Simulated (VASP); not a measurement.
# As (Im-3m) in VASP: notebook, part 2 of 2

VASP 6.6.1. Earlier steps stand in the parts before.

## Step 3: Relaxation of cell and atoms, PBE, target pressure -1.5 GPa, at which the enthalpy is minimised

Contents of INCAR:

```
PREC     = Accurate       # precision mode
ENCUT    = 600            # plane-wave cutoff, eV
EDIFF    = 1E-6           # SCF threshold, eV
ISMEAR   = -1             # smearing method
SIGMA    = 0.1            # smearing width, eV
LREAL    = False          # projectors in reciprocal space
LASPH    = True           # aspherical terms in the spheres
NELM     = 100            # most SCF steps
ALGO     = Normal         # electronic algorithm
ISIF     = 3              # what is computed and relaxed
LWAVE    = False          # write WAVECAR
LCHARG   = False          # write CHGCAR
GGA      = PE             # functional
IBRION   = 2              # ionic algorithm
NSW      = 32             # ionic steps
EDIFFG   = -0.005         # ionic threshold
PSTRESS  = -15.0
```

Contents of KPOINTS:

```
regular mesh
0
Gamma
  16 16 16
```

Contents of POSCAR:

```
As
1.0
   -1.6945292025      1.6945292025      1.6945292025
    1.6945292025     -1.6945292025      1.6945292025
    1.6945292025      1.6945292025     -1.6945292025
As
1
Direct
    0.0000000000      0.0000000000      0.0000000000
```

Potentials or basis: VASP PAW PBE potentials, release 64 (As).

On the command line:

```bash
cat potpaw_PBE.64/As/POTCAR > POTCAR
mpirun -np 1 vasp_std > vasp.out
```

OUTCAR:

```text
PREC = Accurate
   ENCUT = 600
   EDIFF = 1E-6
   ISMEAR = -1
   LREAL = False
   LASPH = True
   NELM = 100
   ISIF = 3
   GGA = PE
   IBRION = 2
   NSW = 32
   EDIFFG = -0.005
   PSTRESS = -15.0

 ion  position               nearest neighbor table
   1  0.000  0.000  0.000-

  LATTYP: Found a body centered cubic cell.
 ALAT       =     3.3890584050

  Lattice vectors:

 A1 = (  -1.6945292025,   1.6945292025,   1.6945292025)
 A2 = (   1.6945292025,  -1.6945292025,   1.6945292025)
 A3 = (   1.6945292025,   1.6945292025,  -1.6945292025)

Analysis of symmetry for initial positions (statically):
=====================================================================
 Subroutine PRICEL returns:
 Original cell was already a primitive cell.

 Routine SETGRP: Setting up the symmetry group for a
 body centered cubic supercell.

 Subroutine GETGRP returns: Found 48 space group operations
 (whereof 48 operations were pure point group operations)
 out of a pool of 48 trial point group operations.

The static configuration has the point symmetry O_h .

Analysis of symmetry for dynamics (positions and initial velocities):
=====================================================================
 Subroutine PRICEL returns:
 Original cell was already a primitive cell.

 Routine SETGRP: Setting up the symmetry group for a
 body centered cubic supercell.

 Subroutine GETGRP returns: Found 48 space group operations
 (whereof 48 operations were pure point group operations)
 out of a pool of 48 trial point group operations.

The dynamic configuration has the point symmetry O_h .

 Subroutine INISYM returns: Found 48 space group operations
 (whereof 48 operations are pure point group operations),
 and found     1 'primitive' translations

----------------------------------------------------------------------------------------

                                     Primitive cell

  volume of cell :      19.4629

  direct lattice vectors                    reciprocal lattice vectors
    -1.694529203  1.694529203  1.694529203     0.000000000  0.295067208  0.295067208
     1.694529203 -1.694529203  1.694529203     0.295067208  0.000000000  0.295067208
     1.694529203  1.694529203 -1.694529203     0.295067208  0.295067208  0.000000000

  length of vectors
     2.935010674  2.935010674  2.935010674     0.417288047  0.417288047  0.417288047

  position of ions in fractional coordinates (direct lattice)
     0.000000000  0.000000000  0.000000000

  ion indices of the primitive-cell ions
   primitive index   ion index
                 1           1

----------------------------------------------------------------------------------------

 KPOINTS: regular mesh

Automatic generation of k-mesh.
 Grid dimensions read from file:
 generate k-points for:   16   16   16

 Generating k-lattice:

  Cartesian coordinates                     Fractional coordinates (reciprocal lattice)
     0.000000000  0.018441700  0.018441700     0.062500000  0.000000000  0.000000000
     0.018441700  0.000000000  0.018441700     0.000000000  0.062500000  0.000000000
     0.018441700  0.018441700  0.000000000     0.000000000  0.000000000  0.062500000

  Length of vectors
     0.026080503  0.026080503  0.026080503

  Shift w.r.t. Gamma in fractional coordinates (k-lattice)
     0.000000000  0.000000000  0.000000000

 Subroutine IBZKPT returns following result:
 ===========================================

 Found    145 irreducible k-points:

 Following reciprocal coordinates:
            Coordinates               Weight
  0.000000  0.000000  0.000000      1.000000
  0.062500  0.000000  0.000000     12.000000
  0.125000  0.000000  0.000000     12.000000
  0.187500  0.000000  0.000000     12.000000
  0.250000  0.000000  0.000000     12.000000
  0.312500  0.000000  0.000000     12.000000
[... 16 lines left out ...]
  0.187500  0.187500  0.000000     24.000000
  0.250000  0.187500 -0.000000     48.000000
 [... further k-points ...]
   k-points           NKPTS =    145   k-points in BZ     NKDIM =    145   number of bands    NBANDS=      6
   number of dos      NEDOS =    301   number of ions     NIONS =      1
   total plane-waves  NPLWV =  13824
   dimension x,y,z NGX =    24 NGY =   24 NGZ =   24
   dimension x,y,z NGXF=    48 NGYF=   48 NGZF=   48
   ions per type =               1
   NGX,Y,Z   is equivalent  to a cutoff of  13.59, 13.59, 13.59 a.u.
   NGXF,Y,Z  is equivalent  to a cutoff of  27.19, 27.19, 27.19 a.u.
 SYSTEM =  unknown system
   PREC   = accura    normal or accurate (medium, high low for compatibility)
   ISTART =      0    job   : 0-new  1-cont  2-samecut
   ICHARG =      2    charge: 1-file 2-atom 10-const
   ISPIN  =      1    spin polarized calculation?
   LNONCOLLINEAR =      F non collinear calculations
   LSORBIT =      F    spin-orbit coupling
   LASPH  =      T    aspherical Exc in radial PAW
   ENCUT  =  600.0 eV  44.10 Ry    6.64 a.u.   5.86  5.86  5.86*2*pi/ulx,y,z
   NELM   =    100;   NELMIN=  2; NELMDL= -5     # of ELM steps
   EDIFF  = 0.1E-05   stopping-criterion for ELM
   LREAL  =      F    real-space projection
   EDIFFG = -.5E-02   stopping-criterion for IOM
   NSW    =     32    number of steps for IOM
   IBRION =      2    ionic relax: 0-MD 1-quasi-New 2-CG
   NFREE  =      1    steps in history (QN), initial steepest desc. (CG)
   ISIF   =      3    stress and relaxation
   ISYM   =      2    0-nonsym 1-usesym 2-fastsym
   POTIM  = 0.5000    time-step for ionic-motion
   TEBEG  =    0.0;   TEEND  =   0.0 temperature during run
   PSTRESS=  -15.0 pullay stress
   NELECT =       5.0000    total number of electrons
   NUPDOWN=      -1.0000    fix difference up-down
   EMIN   =  10.00;   EMAX   =-10.00  energy-range for DOS
   EFERMI =   0.00;   METHOD = LEGACY
   ISMEAR =    -1;   SIGMA  =   0.10  broadening in eV -4-tet -1-fermi 0-gaus
   EFERMI_NEDOS =   21; number of points for ismear=-14 and -15
   IALGO  =     38    algorithm
   IMIX   =      4    mixing-type and parameters
     AMIX     =   0.40;   BMIX     =  1.00
     AMIX_MAG =   1.60;   BMIX_MAG =  1.00
  volume/ion in A,a.u.               =      19.46       131.34
  Fermi-wavevector in a.u.,A,eV,Ry     =   1.040709  1.966654 14.736119  1.083074
  Thomas-Fermi vector in A             =   2.175296
   LORBIT       =      0    0 simple, 1 ext, 2 COOP (PROOUT), +10 PAW based schemes
   GGA     = PE    functional components
   LHFCALC =     F    Hartree Fock is set to
   AEXX    =    0.0000 exact exchange contribution
   IVDW    =     0    specifies the selected vdW correction
   LEPSILON=     F    determine dielectric tensor
   LRPA    =     F    only Hartree local field effects (RPA)
 conjugate gradient relaxation of ions
 non-spin polarized calculation
  energy-cutoff  :      600.00
  volume of cell :       19.46
 maximum number of plane-waves:       682
   NGX = 11   NGY = 11   NGZ = 11

 number of electron       4.9999999 magnetization

 Free energy of the ion-electron system (eV)
  ---------------------------------------------------
  ext. energy  EPLUGINS =         0.00000000
  ---------------------------------------------------
  free energy    TOTEN  =        -4.24012829 eV

  energy without entropy =       -4.22168219  energy(sigma->0) =       -4.23090524

 E-fermi :   6.1530     XC(G=0): -10.6755

 val. band max:        6.1511439602   @ k =   0.3125   0.1250   0.0625
 cond. band min:       6.1597370257   @ k =   0.3125   0.1875   0.1250
 fundamental gap:      0.0085930655
 Fermi energy:         6.1529765633

 k-point     1 :       0.0000    0.0000    0.0000
  band No.  band energies     occupation
      1      -8.6480      2.00000
      2      11.9398      0.00000
      3      11.9398      0.00000
      4      11.9398      0.00000
      5      19.1571      0.00000
      6      19.1571      0.00000

 k-point     2 :       0.0625    0.0000    0.0000
  band No.  band energies     occupation
      1      -8.5529      2.00000
      2      11.2772      0.00000
      3      11.6740      0.00000
      4      11.8838      0.00000
      5      18.6990      0.00000
      6      18.8481      0.00000
[... 181 lines left out ...]
 k-point    23 :       0.1875    0.1875    0.0000
  band No.  band energies     occupation
      1      -6.1616      2.00000
      2       4.3680      2.00000
      3       6.8864      0.00130
      4       9.9728      0.00000
      5      16.0900      0.00000
      6      17.4925      0.00000

 k-point    24 :       0.2500    0.1875   -0.0000
  band No.  band energies     occupation
      1      -5.3148      2.00000
      2       3.0127      2.00000
      3       5.8519      1.90613
      4       9.6053      0.00000
      5      15.8940      0.00000
      6      17.8113      0.00000

 [... further k-points ...]
[... 5 lines left out ...]
  --------------------------------------------------------------------------------------
  -------------------------------------------------------------------------------------
  Total       -0.1774888     -0.1774888     -0.1774888      0.0000000      0.0000000      0.0000000
  in kB      -14.6108158    -14.6108158    -14.6108158      0.0000000      0.0000000      0.0000000
  external PRESSURE =       0.3891842 kB  Pullay stress =     -15.0000000 kB

 VOLUME and BASIS-vectors are now :
 -----------------------------------------------------------------------------
  energy-cutoff  :      600.00
  volume of cell :       19.46
      direct lattice vectors                 reciprocal lattice vectors
    -1.694529203  1.694529203  1.694529203     0.000000000  0.295067208  0.295067208
     1.694529203 -1.694529203  1.694529203     0.295067208  0.000000000  0.295067208
     1.694529203  1.694529203 -1.694529203     0.295067208  0.295067208  0.000000000

 POSITION                                       TOTAL-FORCE (eV/Angst)
 -----------------------------------------------------------------------------------
      0.00000      0.00000      0.00000        -0.000000      0.000000     -0.000000
 -----------------------------------------------------------------------------------
    total drift:                                0.000000     -0.000000     -0.000000

  FREE ENERGIE OF THE ION-ELECTRON SYSTEM (eV)
  ---------------------------------------------------
  free  energy   TOTEN  =        -4.2401282923 eV

  energy  without entropy=       -4.2216821916  energy(sigma->0) =       -4.23090524

  enthalpy is  TOTEN    =        -4.4223448512 eV   P V=       -0.1822165589

 reached required accuracy - stopping structural energy minimisation
```

Wall time 8.8 s (1 thread of Intel Xeon Platinum 8259CL at 2.50GHz (Skylake/Cascade Lake), shared host); peak memory 0.15 GiB.

Results:

```yaml
Free_energy: -4.2401 eV
Pressure_after_relaxing: -1.5 GPa
```

Final structure:
```
As
1.0
    -1.69453    1.69453    1.69453
     1.69453   -1.69453    1.69453
     1.69453    1.69453   -1.69453
As
1
Direct
  0.00000 0.00000 0.00000
```

Caveat: the relaxation stopped at its first step, so nothing moved; the cell is relaxed towards a set pressure, so the enthalpy falls and the energy may rise.

## Step 4: Relaxation of cell and atoms, PBE, target pressure -1.5 GPa, at which the enthalpy is minimised

This run uses another cell than the first one, of 19.73 Å³/atom, 1.014 times its volume.

Contents of INCAR:

```
  ALGO = Normal
  EDIFF = 1E-7
  EDIFFG = -0.005
  ENCUT = 600
  GGA = PE
  IBRION = 2
  ISIF = 3
  ISMEAR = -1
  LASPH = True
  LCHARG = False
  LREAL = False
  LWAVE = False
  NELM = 80
  NSW = 60
  PREC = Accurate
  PSTRESS = -15.0
  SIGMA = 0.1
```

Contents of KPOINTS:

```
k-points
0
Gamma
  16 16 16
```

Contents of POSCAR:

```
As
1.0
   -1.7023880256      1.7023880256      1.7023880256
    1.7023880256     -1.7023880256      1.7023880256
    1.7023880256      1.7023880256     -1.7023880256
As
1
Direct
    0.0000000000      0.0000000000      0.0000000000
```

On the command line:

```bash
cat potpaw_PBE.64/As/POTCAR > POTCAR
mpirun -np 1 vasp_std > vasp.out
```

Run time: 18 s. Hardware: 1 thread of Intel Xeon Platinum 8259CL at 2.50GHz (Skylake/Cascade Lake), shared host; peak memory 0.15 GiB.

The run converged. Its results:

```yaml
Free_energy: -4.2400 eV
Relaxed_volume: 19.47 Å³/atom
Relaxed_cell: a = 2.936 Å, b = 2.936 Å, c = 2.936 Å, α = 109.47°, β = 109.47°, γ = 109.47°
Space_group_after_relaxing_to_0.05_Å: Im-3m (No. 229)
Energy_change_on_relaxing_the_enthalpy_is_what_falls: -3.2 meV/atom
Ionic_steps: 3
Pressure_after_relaxing: -1.5 GPa
```

Step by step:
```csv
step,energy change (eV),largest force (eV/Å),pressure (GPa),volume (Å³)
1,0.0000,0.0000,-2.48,19.73
2,-0.0039,0.0000,-1.18,19.39
3,-0.0032,0.0000,-1.50,19.47
```

Final structure:
```xyz
1
Lattice="-1.6949 1.6949 1.6949 1.6949 -1.6949 1.6949 1.6949 1.6949 -1.6949" Properties=species:S:1:pos:R:3 pbc="T T T"
As    0.0000    0.0000    0.0000
```

Levels at points of the mesh, in eV from the Fermi level:
| k point | band 1 | band 2 | band 3 | band 4 | band 5 | band 6 |
| --- | --- | --- | --- | --- | --- | --- |
| (0.00, 0.00, 0.00) | -14.80 | 5.78 | 5.78 | 5.78 | 13.00 | 13.00 |
| (0.50, 0.00, 0.00) | -10.21 | -6.26 | 1.95 | 4.31 | 7.70 | 8.52 |
| (0.50, 0.50, 0.50) | -6.72 | -2.10 | -2.10 | -2.10 | 3.82 | 3.82 |

Caveat: the cell is relaxed towards a set pressure, so the enthalpy falls and the energy may rise.

## Step 5: Overview

```csv
task,cell,cutoff (eV),gap on the mesh (eV),pressure (GPa)
single point,"a = 2.935 Å, angles 109.5°, 1 atom",520,none,-1.5
relaxation of cell and atoms,"relaxed to -1.5 GPa from a = 2.935 Å, angles 109.5°, 1 atom",600,none,-1.5
relaxation of cell and atoms,"relaxed to -1.5 GPa from a = 2.949 Å, angles 109.5°, 1 atom",600,none,-1.5
```

Alike in all rows: level PBE; potentials or basis VASP PAW PBE potentials, release 64 (As); no spin polarisation; k mesh 16 × 16 × 16; smearing fermi-dirac 0.1 eV.

Caveats: the cell is relaxed towards a set pressure, so the enthalpy falls and the energy may rise (some runs); the relaxation stopped at its first step, so nothing moved (some runs).

Total energies depend on the potentials used, so only differences within one code and one set of settings carry meaning.
